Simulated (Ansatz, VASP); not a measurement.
## KTaO3 in VASP and in Ansatz

```
K Ta O
1.0
     3.99013    0.00000    0.00000
     0.00000    3.99013    0.00000
     0.00000    0.00000    3.87043
K Ta O
1 1 3
Direct
  0.00000 0.00000 0.00000
  0.50000 0.50000 0.50000
  0.50000 0.50000 0.00000
  0.50000 0.00000 0.50000
  0.00000 0.50000 0.50000
```

Change from the starting cell: uniaxial_z strain -3.0%.

Alike in both runs: task single point; functional PBE; k mesh 6 × 6 × 6; occupations fermi-dirac, width 0.02 eV; no spin polarisation.

|  | VASP | Ansatz |
| --- | --- | --- |
| version | VASP 6.6.1 | Ansatz 0.2.0 |
| potentials or method | VASP PAW PBE potentials, release 64 (K_sv, Ta_sv_GW, O) | plane waves, PAW |
| plane-wave cutoff (eV) | 700 | 420 |
| valence electrons in the cell | 40 | 40 |

```tsv
	VASP	Ansatz	Ansatz less VASP
gap on the k mesh at the Fermi level (eV)	2.22	2.23	+0.010
pressure (GPa)	12.6	12.4	-0.20
traceless stress, the component that is largest in VASP (GPa)	9.12	9.01	-0.114
```

With one functional, cell and mesh, what is left measures potentials, basis and numerics.

Neither program's run includes spin-orbit coupling.
